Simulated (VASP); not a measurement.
# Tl in VASP: notebook

Runs on Tl. Level: PBEsol. Tasks: single point.

Program: VASP 6.6.1. These are calculated values, not measurements. Logs are shortened: lines on timing, memory, paths and dates and some standing lists are left out, and cuts for length are marked.

## Step 1: The cell of the first run

It takes space group Fm-3m (No. 225, cubic). The conventional cell has a = 4.807 Å, b = 4.807 Å, c = 4.807 Å, α = 90.00°, β = 90.00°, γ = 90.00°. Tl (site symmetry m-3m) has 12 Tl at 3.40 Å within 4.5 Å.

## Step 2: Single point, PBEsol (strained)

Input file INCAR:

```
SYSTEM = Tl
ALGO     = Fast           ! electronic algorithm
EDIFF    = 1E-6           ! SCF threshold, eV
ENCUT    = 520            ! plane-wave cutoff, eV
GGA      = PS             ! functional
ISIF     = 2              ! what is computed and relaxed
ISMEAR   = 0              ! smearing method
LASPH    = .True.         ! aspherical terms in the spheres
LCHARG   = .False.        ! write CHGCAR
LREAL    = .False.        ! projectors in reciprocal space
LWAVE    = .False.        ! write WAVECAR
NBANDS   = 12             ! bands
NELM     = 100            ! most SCF steps
PREC     = Accurate       ! precision mode
SIGMA    = 0.1            ! smearing width, eV
```

Input file KPOINTS:

```
k-points
0
Gamma
  14 14 14
  0 0 0
```

Input file POSCAR:

```
Tl
1.0
    0.0000000000      2.4037454925      2.4037454925
    2.4037454925      0.0000000000      2.4037454925
    2.4037454925      2.4037454925      0.0000000000
Tl
1
Direct
    0.0000000000      0.0000000000      0.0000000000
```

Potentials or basis: VASP PAW PBE potentials, release 64 (Tl_d).

Started as:

```console
$ cat potpaw_PBE.64/Tl_d/POTCAR > POTCAR
$ mpirun -np 1 vasp_std > vasp.out
```

OUTCAR:

```text
SYSTEM = Tl
   EDIFF = 1E-6
   ENCUT = 520
   GGA = PS
   ISIF = 2
   ISMEAR = 0
   LASPH = .True.
   LREAL = .False.
   NELM = 100
   PREC = Accurate

 ion  position               nearest neighbor table
   1  0.000  0.000  0.000-

  LATTYP: Found a face centered cubic cell.
 ALAT       =     4.8074909850

  Lattice vectors:

 A1 = (   0.0000000000,   2.4037454925,   2.4037454925)
 A2 = (   2.4037454925,   0.0000000000,   2.4037454925)
 A3 = (   2.4037454925,   2.4037454925,   0.0000000000)

Analysis of symmetry for initial positions (statically):
=====================================================================
 Subroutine PRICEL returns:
 Original cell was already a primitive cell.

 Routine SETGRP: Setting up the symmetry group for a
 face centered cubic supercell.

 Subroutine GETGRP returns: Found 48 space group operations
[... 9 lines left out ...]

 Routine SETGRP: Setting up the symmetry group for a
 face centered cubic supercell.

 Subroutine GETGRP returns: Found 48 space group operations
[... 11 lines left out ...]
                                     Primitive cell

  volume of cell :      27.7776

  direct lattice vectors                    reciprocal lattice vectors
     0.000000000  2.403745493  2.403745493    -0.208008710  0.208008710  0.208008710
     2.403745493  0.000000000  2.403745493     0.208008710 -0.208008710  0.208008710
     2.403745493  2.403745493  0.000000000     0.208008710  0.208008710 -0.208008710

  length of vectors
     3.399409476  3.399409476  3.399409476     0.360281655  0.360281655  0.360281655

  position of ions in fractional coordinates (direct lattice)
     0.000000000  0.000000000  0.000000000

  ion indices of the primitive-cell ions
   primitive index   ion index
                 1           1

----------------------------------------------------------------------------------------

 KPOINTS: k-points

Automatic generation of k-mesh.
 Grid dimensions read from file:
 generate k-points for:   14   14   14

 Generating k-lattice:

  Cartesian coordinates                     Fractional coordinates (reciprocal lattice)
    -0.014857765  0.014857765  0.014857765     0.071428571  0.000000000  0.000000000
     0.014857765 -0.014857765  0.014857765     0.000000000  0.071428571  0.000000000
     0.014857765  0.014857765 -0.014857765     0.000000000  0.000000000  0.071428571

  Length of vectors
     0.025734404  0.025734404  0.025734404

  Shift w.r.t. Gamma in fractional coordinates (k-lattice)
     0.000000000  0.000000000  0.000000000

 Subroutine IBZKPT returns following result:
 ===========================================

 Found    104 irreducible k-points:

 Following reciprocal coordinates:
            Coordinates               Weight
  0.000000  0.000000  0.000000      1.000000
  0.071429  0.000000  0.000000      8.000000
  0.142857  0.000000  0.000000      8.000000
  0.214286  0.000000  0.000000      8.000000
  0.285714  0.000000  0.000000      8.000000
  0.357143  0.000000  0.000000      8.000000
[... 16 lines left out ...]
  0.214286  0.142857  0.000000     24.000000
  0.285714  0.142857  0.000000     24.000000
 [... further k-points ...]
   k-points           NKPTS =    104   k-points in BZ     NKDIM =    104   number of bands    NBANDS=     12
   number of dos      NEDOS =    301   number of ions     NIONS =      1
   total plane-waves  NPLWV =  21952
   dimension x,y,z NGX =    28 NGY =   28 NGZ =   28
   dimension x,y,z NGXF=    56 NGYF=   56 NGZF=   56
   ions per type =               1
   NGX,Y,Z   is equivalent  to a cutoff of  13.69, 13.69, 13.69 a.u.
   NGXF,Y,Z  is equivalent  to a cutoff of  27.39, 27.39, 27.39 a.u.
 SYSTEM =  Tl
   PREC   = accura    normal or accurate (medium, high low for compatibility)
   ISTART =      0    job   : 0-new  1-cont  2-samecut
   ICHARG =      2    charge: 1-file 2-atom 10-const
   ISPIN  =      1    spin polarized calculation?
   LNONCOLLINEAR =      F non collinear calculations
   LSORBIT =      F    spin-orbit coupling
   LASPH  =      T    aspherical Exc in radial PAW
   ENCUT  =  520.0 eV  38.22 Ry    6.18 a.u.   6.32  6.32  6.32*2*pi/ulx,y,z
   NELM   =    100;   NELMIN=  2; NELMDL= -5     # of ELM steps
   EDIFF  = 0.1E-05   stopping-criterion for ELM
   LREAL  =      F    real-space projection
   EDIFFG = 0.1E-04   stopping-criterion for IOM
   NSW    =      0    number of steps for IOM
   IBRION =     -1    ionic relax: 0-MD 1-quasi-New 2-CG
   NFREE  =      0    steps in history (QN), initial steepest desc. (CG)
   ISIF   =      2    stress and relaxation
   ISYM   =      2    0-nonsym 1-usesym 2-fastsym
   POTIM  = 0.5000    time-step for ionic-motion
   TEBEG  =    0.0;   TEEND  =   0.0 temperature during run
   PSTRESS=    0.0 pullay stress
   NELECT =      13.0000    total number of electrons
   NUPDOWN=      -1.0000    fix difference up-down
   EMIN   =  10.00;   EMAX   =-10.00  energy-range for DOS
   EFERMI =   0.00;   METHOD = LEGACY
   ISMEAR =     0;   SIGMA  =   0.10  broadening in eV -4-tet -1-fermi 0-gaus
   EFERMI_NEDOS =   21; number of points for ismear=-14 and -15
   IALGO  =     68    algorithm
   IMIX   =      4    mixing-type and parameters
     AMIX     =   0.40;   BMIX     =  1.00
     AMIX_MAG =   1.60;   BMIX_MAG =  1.00
  volume/ion in A,a.u.               =      27.78       187.45
  Fermi-wavevector in a.u.,A,eV,Ry     =   1.271035  2.401908 21.980615  1.615530
  Thomas-Fermi vector in A             =   2.403990
   LORBIT       =      0    0 simple, 1 ext, 2 COOP (PROOUT), +10 PAW based schemes
   GGA     = PS    functional components
   LHFCALC =     F    Hartree Fock is set to
   AEXX    =    0.0000 exact exchange contribution
   IVDW    =     0    specifies the selected vdW correction
   LEPSILON=     F    determine dielectric tensor
   LRPA    =     F    only Hartree local field effects (RPA)
 non-spin polarized calculation
 RMM-DIIS sequential band-by-band and
 Gauss-broadening in eV      SIGMA  =   0.10
  energy-cutoff  :      520.00
  volume of cell :       27.78
 maximum number of plane-waves:       760
 NGX is ok and might be reduce to    28
   NGX = 13   NGY = 13   NGZ = 13

 number of electron      13.0000002 magnetization

 Free energy of the ion-electron system (eV)
  ---------------------------------------------------
  ext. energy  EPLUGINS =         0.00000000
  ---------------------------------------------------
  free energy    TOTEN  =        -2.61448688 eV

  energy without entropy =       -2.61145078  energy(sigma->0) =       -2.61296883

 E-fermi :   6.6361     XC(G=0): -10.5133

 val. band max:        6.6075864825   @ k =  -0.2857   0.4286   0.2143
 cond. band min:       6.6605019035   @ k =  -0.3571   0.4286   0.2143
 fundamental gap:      0.0529154211
 Fermi energy:         6.6360986284

 k-point     1 :       0.0000    0.0000    0.0000
  band No.  band energies     occupation
      1      -4.8898      2.00000
      2      -4.8898      2.00000
      3      -4.8898      2.00000
      4      -4.5884      2.00000
      5      -4.5884      2.00000
      6      -3.5763      2.00000
      7      17.2207      0.00000
      8      17.2207      0.00000
      9      17.2207      0.00000
     10      17.6653      0.00000
     11      21.3458      0.00000
     12      22.0690      0.00000

 k-point     2 :       0.0714    0.0000    0.0000
  band No.  band energies     occupation
      1      -4.8949      2.00000
      2      -4.8749      2.00000
      3      -4.8749      2.00000
      4      -4.5909      2.00000
      5      -4.5909      2.00000
      6      -3.4635      2.00000
      7      15.8679      0.00000
      8      17.1013      0.00000
      9      17.1013      0.00000
     10      17.6402      0.00000
     11      21.6021      0.00000
     12      22.2519      0.00000

 k-point     3 :       0.1429    0.0000    0.0000
  band No.  band energies     occupation
      1      -4.9173      2.00000
      2      -4.8409      2.00000
      3      -4.8409      2.00000
      4      -4.5892      2.00000
      5      -4.5892      2.00000
      6      -3.1153      2.00000
      7      13.4717      0.00000
      8      16.7829      0.00000
      9      16.7829      0.00000
     10      17.6396      0.00000
     11      21.3456      0.00000
     12      22.3800      0.00000

 k-point     4 :       0.2143    0.0000    0.0000
  band No.  band energies     occupation
      1      -4.9623      2.00000
      2      -4.8186      2.00000
      3      -4.8186      2.00000
      4      -4.5582      2.00000
      5      -4.5582      2.00000
      6      -2.5205      2.00000
      7      11.0100      0.00000
      8      16.3481      0.00000
      9      16.3481      0.00000
     10      17.5954      0.00000
     11      20.6691      0.00000
     12      21.7497      0.00000

 k-point     5 :       0.2857    0.0000    0.0000
  band No.  band energies     occupation
      1      -5.0207      2.00000
      2      -4.8271      2.00000
      3      -4.8271      2.00000
      4      -4.4877      2.00000
      5      -4.4877      2.00000
      6      -1.6830      2.00000
      7       8.6664      0.00000
      8      15.8832      0.00000
      9      15.8832      0.00000
     10      17.4723      0.00000
     11      20.1014      0.00000
     12      21.1742      0.00000
[... 228 lines left out ...]
      1      -4.9058      2.00000
      2      -4.8559      2.00000
      3      -4.8477      2.00000
      4      -4.6110      2.00000
      5      -4.5774      2.00000
      6      -3.2715      2.00000
      7      14.8704      0.00000
      8      15.6277      0.00000
      9      17.4769      0.00000
     10      17.9273      0.00000
     11      21.1413      0.00000
     12      22.1347      0.00000

 k-point    22 :       0.1429    0.1429    0.0000
  band No.  band energies     occupation
      1      -4.9649      2.00000
      2      -4.7817      2.00000
      3      -4.7817      2.00000
      4      -4.6814      2.00000
      5      -4.5425      2.00000
      6      -2.9650      2.00000
      7      14.9626      0.00000
      8      15.1842      0.00000
      9      15.1842      0.00000
     10      17.0206      0.00000
     11      19.1117      0.00000
     12      23.6063      0.00000

 k-point    23 :       0.2143    0.1429    0.0000
  band No.  band energies     occupation
      1      -4.9929      2.00000
      2      -4.7527      2.00000
      3      -4.7351      2.00000
      4      -4.7102      2.00000
      5      -4.5121      2.00000
      6      -2.5332      2.00000
      7      12.7868      0.00000
      8      14.5324      0.00000
      9      15.1700      0.00000
     10      17.2943      0.00000
     11      18.1217      0.00000
     12      23.4316      0.00000

 k-point    24 :       0.2857    0.1429    0.0000
  band No.  band energies     occupation
      1      -5.0133      2.00000
      2      -4.7890      2.00000
      3      -4.7187      2.00000
      4      -4.6716      2.00000
      5      -4.4532      2.00000
      6      -1.8574      2.00000
      7      10.4387      0.00000
      8      14.0442      0.00000
      9      14.6558      0.00000
     10      16.9151      0.00000
     11      18.9048      0.00000
     12      23.1207      0.00000

 [... further k-points ...]
[... 5 lines left out ...]
  --------------------------------------------------------------------------------------
  -------------------------------------------------------------------------------------
  Total        0.1377920      0.1377920      0.1377920      0.0000000      0.0000000      0.0000000
  in kB        7.9476594      7.9476594      7.9476594      0.0000000      0.0000000      0.0000000
  external PRESSURE =       7.9476594 kB  Pullay stress =       0.0000000 kB

 VOLUME and BASIS-vectors are now :
 -----------------------------------------------------------------------------
  energy-cutoff  :      520.00
  volume of cell :       27.78
      direct lattice vectors                 reciprocal lattice vectors
     0.000000000  2.403745493  2.403745493    -0.208008710  0.208008710  0.208008710
     2.403745493  0.000000000  2.403745493     0.208008710 -0.208008710  0.208008710
     2.403745493  2.403745493  0.000000000     0.208008710  0.208008710 -0.208008710

 POSITION                                       TOTAL-FORCE (eV/Angst)
 -----------------------------------------------------------------------------------
      0.00000      0.00000      0.00000        -0.000000     -0.000000     -0.000000
 -----------------------------------------------------------------------------------
    total drift:                               -0.000000     -0.000000     -0.000000

  FREE ENERGIE OF THE ION-ELECTRON SYSTEM (eV)
  ---------------------------------------------------
  free  energy   TOTEN  =        -2.6144868800 eV

  energy  without entropy=       -2.6114507836  energy(sigma->0) =       -2.61296883
```

Wall time 30 s (1 thread of Intel Xeon 6975P-C (Granite Rapids), shared host); peak memory 0.17 GiB.

Results:

```yaml
Free_energy: -2.6145 eV
Pressure: 0.8 GPa
```

Caveat: the cell differs from its parent crystal (strained); the PAW data sets were made with another functional, which shifts forces and pressure a little; spin-orbit coupling is left out, which moves the levels of the heavy elements.

(Continued in part 2 of 2.)
